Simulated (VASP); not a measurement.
# Al (Fm-3m) in VASP: a series of runs

Runs on Al. Level: r2SCAN. Tasks: single point.

Everything below comes from runs of VASP 6.6.1. Logs are shortened: lines on timing, memory, paths and dates and some standing lists are left out, and cuts for length are marked.

## 1. The cell of the first run

The structure is cubic, space group Fm-3m (No. 225). Conventional cell: a = 3.992 Å, b = 3.992 Å, c = 3.992 Å, α = 90.00°, β = 90.00°, γ = 90.00°. Within 3.7 Å of Al (site symmetry m-3m) lie 12 Al at 2.82 Å.

## 2. Single point, r2SCAN

Input file POSCAR:

```
Al
1.0
    0.0000000000      1.9960030759      1.9960030759
    1.9960030759      0.0000000000      1.9960030759
    1.9960030759      1.9960030759      0.0000000000
Al
1
Direct
    0.0000000000      0.0000000000      0.0000000000
```

Input file INCAR.step1:

```
SYSTEM = Al
ALGO = Normal ; EDIFF = 1E-4
ENCUT = 520 ; GGA = PE
ISMEAR = 0 ; LASPH = .TRUE.
LCHARG = .FALSE. ; LREAL = .FALSE.
LWAVE = .TRUE. ; NBANDS = 8
NELM = 60 ; PREC = Accurate
SIGMA = 0.1
```

Input file INCAR.step2:

```
SYSTEM = Al
ALGO = Normal ; EDIFF = 1E-7
ENCUT = 520 ; ISIF = 2
ISMEAR = 0 ; ISTART = 1
LASPH = .TRUE. ; LCHARG = .FALSE.
LMIXTAU = .TRUE. ; LREAL = .FALSE.
LWAVE = .FALSE. ; METAGGA = R2SCAN
NBANDS = 8 ; NELM = 60
PREC = Accurate ; SIGMA = 0.1
```

Input file KPOINTS:

```
k-points
0
G
  18 18 18
  0 0 0
```

Potentials or basis: VASP PAW PBE potentials, release 64 (Al).

Launch:

```
cat potpaw_PBE.64/Al/POTCAR > POTCAR
cp INCAR.step1 INCAR
mpirun -np 1 vasp_std > vasp.out
cp INCAR.step2 INCAR
mpirun -np 1 vasp_std > vasp.out
```

OUTCAR:

```text
SYSTEM = Al
   EDIFF = 1E-7
   ENCUT = 520
   ISIF = 2
   ISMEAR = 0
   ISTART = 1
   LASPH = .TRUE.
   LREAL = .FALSE.
   METAGGA = R2SCAN
   NELM = 60
   PREC = Accurate

 ion  position               nearest neighbor table
   1  0.000  0.000  0.000-

  LATTYP: Found a face centered cubic cell.
 ALAT       =     3.9920061518

  Lattice vectors:

 A1 = (   0.0000000000,   1.9960030759,   1.9960030759)
 A2 = (   1.9960030759,   0.0000000000,   1.9960030759)
 A3 = (   1.9960030759,   1.9960030759,   0.0000000000)

Analysis of symmetry for initial positions (statically):
=====================================================================
 Subroutine PRICEL returns:
 Original cell was already a primitive cell.

 Routine SETGRP: Setting up the symmetry group for a
 face centered cubic supercell.

 Subroutine GETGRP returns: Found 48 space group operations
 (whereof 48 operations were pure point group operations)
 out of a pool of 48 trial point group operations.

The static configuration has the point symmetry O_h .

Analysis of symmetry for dynamics (positions and initial velocities):
=====================================================================
 Subroutine PRICEL returns:
 Original cell was already a primitive cell.

 Routine SETGRP: Setting up the symmetry group for a
 face centered cubic supercell.

 Subroutine GETGRP returns: Found 48 space group operations
 (whereof 48 operations were pure point group operations)
 out of a pool of 48 trial point group operations.

The dynamic configuration has the point symmetry O_h .

 Subroutine INISYM returns: Found 48 space group operations
 (whereof 48 operations are pure point group operations),
 and found     1 'primitive' translations

----------------------------------------------------------------------------------------

                                     Primitive cell

  volume of cell :      15.9043

  direct lattice vectors                    reciprocal lattice vectors
     0.000000000  1.996003076  1.996003076    -0.250500616  0.250500616  0.250500616
     1.996003076  0.000000000  1.996003076     0.250500616 -0.250500616  0.250500616
     1.996003076  1.996003076  0.000000000     0.250500616  0.250500616 -0.250500616

  length of vectors
     2.822774620  2.822774620  2.822774620     0.433879794  0.433879794  0.433879794

  position of ions in fractional coordinates (direct lattice)
     0.000000000  0.000000000  0.000000000

  ion indices of the primitive-cell ions
   primitive index   ion index
                 1           1

----------------------------------------------------------------------------------------

 KPOINTS: k-points

Automatic generation of k-mesh.
 Grid dimensions read from file:
 generate k-points for:   18   18   18

 Generating k-lattice:

  Cartesian coordinates                     Fractional coordinates (reciprocal lattice)
    -0.013916701  0.013916701  0.013916701     0.055555556  0.000000000  0.000000000
     0.013916701 -0.013916701  0.013916701     0.000000000  0.055555556  0.000000000
     0.013916701  0.013916701 -0.013916701     0.000000000  0.000000000  0.055555556

  Length of vectors
     0.024104433  0.024104433  0.024104433

  Shift w.r.t. Gamma in fractional coordinates (k-lattice)
     0.000000000  0.000000000  0.000000000

 Subroutine IBZKPT returns following result:
 ===========================================

 Found    195 irreducible k-points:

 Following reciprocal coordinates:
            Coordinates               Weight
  0.000000  0.000000  0.000000      1.000000
  0.055556  0.000000  0.000000      8.000000
  0.111111  0.000000  0.000000      8.000000
  0.166667  0.000000  0.000000      8.000000
  0.222222  0.000000  0.000000      8.000000
  0.277778  0.000000  0.000000      8.000000
[... 16 lines left out ...]
 -0.277778  0.055556  0.000000     24.000000
 -0.222222  0.055556  0.000000     24.000000
 [... further k-points ...]
   k-points           NKPTS =    195   k-points in BZ     NKDIM =    195   number of bands    NBANDS=      8
   number of dos      NEDOS =    301   number of ions     NIONS =      1
   total plane-waves  NPLWV =  13824
   dimension x,y,z NGX =    24 NGY =   24 NGZ =   24
   dimension x,y,z NGXF=    48 NGYF=   48 NGZF=   48
   ions per type =               1
   NGX,Y,Z   is equivalent  to a cutoff of  14.13, 14.13, 14.13 a.u.
   NGXF,Y,Z  is equivalent  to a cutoff of  28.27, 28.27, 28.27 a.u.
 SYSTEM =  Al
   PREC   = accura    normal or accurate (medium, high low for compatibility)
   ISTART =      1    job   : 0-new  1-cont  2-samecut
   ICHARG =      0    charge: 1-file 2-atom 10-const
   ISPIN  =      1    spin polarized calculation?
   LNONCOLLINEAR =      F non collinear calculations
   LSORBIT =      F    spin-orbit coupling
   LASPH  =      T    aspherical Exc in radial PAW
   ENCUT  =  520.0 eV  38.22 Ry    6.18 a.u.   5.25  5.25  5.25*2*pi/ulx,y,z
   NELM   =     60;   NELMIN=  2; NELMDL=  0     # of ELM steps
   EDIFF  = 0.1E-06   stopping-criterion for ELM
   LREAL  =      F    real-space projection
   EDIFFG = 0.1E-05   stopping-criterion for IOM
   NSW    =      0    number of steps for IOM
   IBRION =     -1    ionic relax: 0-MD 1-quasi-New 2-CG
   NFREE  =      0    steps in history (QN), initial steepest desc. (CG)
   ISIF   =      2    stress and relaxation
   ISYM   =      2    0-nonsym 1-usesym 2-fastsym
   POTIM  = 0.5000    time-step for ionic-motion
   TEBEG  =    0.0;   TEEND  =   0.0 temperature during run
   PSTRESS=    0.0 pullay stress
   NELECT =       3.0000    total number of electrons
   NUPDOWN=      -1.0000    fix difference up-down
   EMIN   =  10.00;   EMAX   =-10.00  energy-range for DOS
   EFERMI =   0.00;   METHOD = LEGACY
   ISMEAR =     0;   SIGMA  =   0.10  broadening in eV -4-tet -1-fermi 0-gaus
   EFERMI_NEDOS =   21; number of points for ismear=-14 and -15
   IALGO  =     38    algorithm
   IMIX   =      4    mixing-type and parameters
     AMIX     =   0.40;   BMIX     =  1.00
     AMIX_MAG =   1.60;   BMIX_MAG =  1.00
  volume/ion in A,a.u.               =      15.90       107.33
  Fermi-wavevector in a.u.,A,eV,Ry     =   0.938881  1.774228 11.993511  0.881498
  Thomas-Fermi vector in A             =   2.066138
   LORBIT       =      0    0 simple, 1 ext, 2 COOP (PROOUT), +10 PAW based schemes
   METAGGA = R2SCAN    functional components
   LHFCALC =     F    Hartree Fock is set to
   AEXX    =    0.0000 exact exchange contribution
   IVDW    =     0    specifies the selected vdW correction
   LEPSILON=     F    determine dielectric tensor
   LRPA    =     F    only Hartree local field effects (RPA)
 non-spin polarized calculation
 Gauss-broadening in eV      SIGMA  =   0.10
  energy-cutoff  :      520.00
  volume of cell :       15.90
 maximum number of plane-waves:       444
 NGX is ok and might be reduce to    24
   NGX = 11   NGY = 11   NGZ = 11

 number of electron       3.0000000 magnetization

 Free energy of the ion-electron system (eV)
  ---------------------------------------------------
  ext. energy  EPLUGINS =         0.00000000
  ---------------------------------------------------
  free energy    TOTEN  =        -6.73697428 eV

  energy without entropy =       -6.73443136  energy(sigma->0) =       -6.73570282

 E-fermi :   8.4084     XC(G=0): -11.0432

 val. band max:        8.3942588907   @ k =  -0.3333   0.4444   0.1111
 cond. band min:       8.4440885936   @ k =  -0.3333   0.3889   0.0556
 fundamental gap:      0.0498297029
 Fermi energy:         8.4083812175

 k-point     1 :       0.0000    0.0000    0.0000
  band No.  band energies     occupation
      1      -3.6959      2.00000
      2      21.9367      0.00000
      3      21.9367      0.00000
      4      21.9367      0.00000
      5      24.1395      0.00000
      6      24.1395      0.00000
      7      24.1395      0.00000
      8      26.0358      0.00000

 k-point     2 :       0.0556    0.0000    0.0000
  band No.  band energies     occupation
      1      -3.6046      2.00000
      2      20.4059      0.00000
      3      21.6805      0.00000
      4      21.6805      0.00000
      5      24.5418      0.00000
      6      24.5418      0.00000
      7      24.5931      0.00000
      8      27.0464      0.00000

 k-point     3 :       0.1111    0.0000    0.0000
  band No.  band energies     occupation
      1      -3.3310      2.00000
      2      18.0241      0.00000
      3      21.2016      0.00000
      4      21.2016      0.00000
      5      24.5666      0.00000
      6      25.4382      0.00000
      7      25.4382      0.00000
      8      27.7677      0.00000

 k-point     4 :       0.1667    0.0000    0.0000
  band No.  band energies     occupation
      1      -2.8761      2.00000
      2      15.6076      0.00000
      3      20.7569      0.00000
      4      20.7569      0.00000
      5      24.3528      0.00000
      6      26.0691      0.00000
      7      26.0691      0.00000
      8      27.0576      0.00000

 k-point     5 :       0.2222    0.0000    0.0000
  band No.  band energies     occupation
      1      -2.2417      2.00000
      2      13.2690      0.00000
      3      20.4219      0.00000
      4      20.4219      0.00000
      5      24.1445      0.00000
      6      25.0730      0.00000
      7      25.0730      0.00000
      8      28.2104      0.00000
[... 177 lines left out ...]
 k-point    22 :      -0.3333    0.0556    0.0000
  band No.  band energies     occupation
      1       0.0001      2.00000
      2       8.3578      1.52540
      3      18.3499      0.00000
      4      21.3506      0.00000
      5      21.6630      0.00000
      6      23.1053      0.00000
      7      24.7716      0.00000
      8      27.8939      0.00000

 k-point    23 :      -0.2778    0.0556    0.0000
  band No.  band energies     occupation
      1      -1.0414      2.00000
      2      10.3990      0.00000
      3      18.3718      0.00000
      4      21.4818      0.00000
      5      22.4781      0.00000
      6      24.0234      0.00000
      7      24.7434      0.00000
      8      28.7519      0.00000

 k-point    24 :      -0.2222    0.0556    0.0000
  band No.  band energies     occupation
      1      -1.9106      2.00000
      2      12.5730      0.00000
      3      18.5475      0.00000
      4      21.6228      0.00000
      5      23.5569      0.00000
      6      24.6905      0.00000
      7      25.2138      0.00000
      8      27.5594      0.00000

 [... further k-points ...]
[... 5 lines left out ...]
  --------------------------------------------------------------------------------------
  -------------------------------------------------------------------------------------
  Total       -0.0325427     -0.0325427     -0.0325427      0.0000000      0.0000000      0.0000000
  in kB       -3.2783102     -3.2783102     -3.2783102      0.0000000      0.0000000      0.0000000
  external PRESSURE =      -3.2783102 kB  Pullay stress =       0.0000000 kB

 VOLUME and BASIS-vectors are now :
 -----------------------------------------------------------------------------
  energy-cutoff  :      520.00
  volume of cell :       15.90
      direct lattice vectors                 reciprocal lattice vectors
     0.000000000  1.996003076  1.996003076    -0.250500616  0.250500616  0.250500616
     1.996003076  0.000000000  1.996003076     0.250500616 -0.250500616  0.250500616
     1.996003076  1.996003076  0.000000000     0.250500616  0.250500616 -0.250500616

 POSITION                                       TOTAL-FORCE (eV/Angst)
 -----------------------------------------------------------------------------------
      0.00000      0.00000      0.00000         0.000000      0.000000      0.000000
 -----------------------------------------------------------------------------------
    total drift:                                0.000000     -0.000000     -0.000000

  FREE ENERGIE OF THE ION-ELECTRON SYSTEM (eV)
  ---------------------------------------------------
  free  energy   TOTEN  =        -6.7369742827 eV

  energy  without entropy=       -6.7344313577  energy(sigma->0) =       -6.73570282
```

Wall time 59 s (1 thread of Intel Xeon Platinum 8488C (Sapphire Rapids), shared host); peak memory 0.15 GiB.

Results:

```yaml
Free_energy: -6.7370 eV
Pressure: -0.3 GPa
```

Caveat: the PAW data sets were made with another functional, which shifts forces and pressure a little.

## 3. Single point, r2SCAN

POSCAR is that of step 2.

Input file INCAR.step1:

```
PREC = Accurate ; ENCUT = 520
ISMEAR = 0 ; SIGMA = 0.1
LREAL = F ; LASPH = T
NELM = 80 ; NBANDS = 8
GGA = PE ; ALGO = Normal
EDIFF = 1E-4 ; LWAVE = T
LCHARG = F
```

Input file INCAR.step2:

```
PREC = Accurate ; ENCUT = 520
EDIFF = 1E-6 ; ISMEAR = 0
SIGMA = 0.1 ; LREAL = F
LASPH = T ; NELM = 80
ALGO = Normal ; ISIF = 2
LWAVE = F ; LCHARG = T
METAGGA = R2SCAN ; LMIXTAU = T
LELF = T ; LVHAR = T
NBANDS = 8 ; ISTART = 1
```

Input file KPOINTS:

```
Automatic mesh
0
Gamma
  18 18 18
```

Potentials or basis: VASP PAW PBE potentials, release 64 (Al).

Launch:

```
cat potpaw_PBE.64/Al/POTCAR > POTCAR
cp INCAR.step1 INCAR
mpirun -np 1 vasp_std > vasp.out
cp INCAR.step2 INCAR
mpirun -np 1 vasp_std > vasp.out
```

Wall time 47 s (1 thread of Intel Xeon Platinum 8488C (Sapphire Rapids), shared host); peak memory 0.15 GiB.

Results (log left out):

```yaml
Free_energy: -6.7370 eV
Pressure: -0.3 GPa
```

Levels at points of the mesh, in eV from the Fermi level:
```tsv
k point	band 1	band 2	band 3	band 4
(0.00, 0.00, 0.00)	-12.10	13.53	13.53	13.53
(0.50, 0.00, 0.00)	-5.15	-4.59	12.25	12.25
(0.50, 0.50, 0.00)	-3.25	-1.67	5.47	6.18
```

Caveat: the PAW data sets were made with another functional, which shifts forces and pressure a little.

## 4. Single point, r2SCAN (volume scaled by 1.03)

Input file POSCAR:

```
Al
1.0
    0.0000000000      2.0157667679      2.0157667679
    2.0157667679      0.0000000000      2.0157667679
    2.0157667679      2.0157667679      0.0000000000
Al
1
Direct
    0.0000000000      0.0000000000      0.0000000000
```

Input file INCAR.step1:

```
ALGO = Normal
EDIFF = 1E-4
ENCUT = 520
GGA = PE
ISMEAR = 0
LASPH = T
LCHARG = F
LREAL = F
LWAVE = T
NBANDS = 8
NELM = 80
PREC = Accurate
SIGMA = 0.1
```

Input file INCAR.step2:

```
ALGO = Normal
EDIFF = 1E-7
ENCUT = 520
ISIF = 2
ISMEAR = 0
ISTART = 1
LASPH = T
LCHARG = F
LMIXTAU = T
LREAL = F
LWAVE = F
METAGGA = R2SCAN
NBANDS = 8
NELM = 80
PREC = Accurate
SIGMA = 0.1
```

Input file KPOINTS:

```
k-points
0
Gamma
  18 18 18
```

Launch:

```
cat potpaw_PBE.64/Al/POTCAR > POTCAR
cp INCAR.step1 INCAR
mpirun -np 1 vasp_std > vasp.out
cp INCAR.step2 INCAR
mpirun -np 1 vasp_std > vasp.out
```

It took 54 s on 1 thread of Intel Xeon Platinum 8488C (Sapphire Rapids), shared host; peak memory 0.15 GiB.

It converged, with:

* Free energy: -6.7321 eV
* Pressure: -2.8 GPa

Levels at points of the mesh, in eV from the Fermi level:
```
           k point  band 1  band 2  band 3  band 4  band 5
(0.00, 0.00, 0.00)  -11.89   13.36   13.36   13.36   15.32
(0.50, 0.00, 0.00)   -5.03   -4.54   12.11   12.11   12.39
(0.50, 0.50, 0.00)   -3.18   -1.65    5.46    6.03    6.03
```

Caveat: the PAW data sets were made with another functional, which shifts forces and pressure a little.
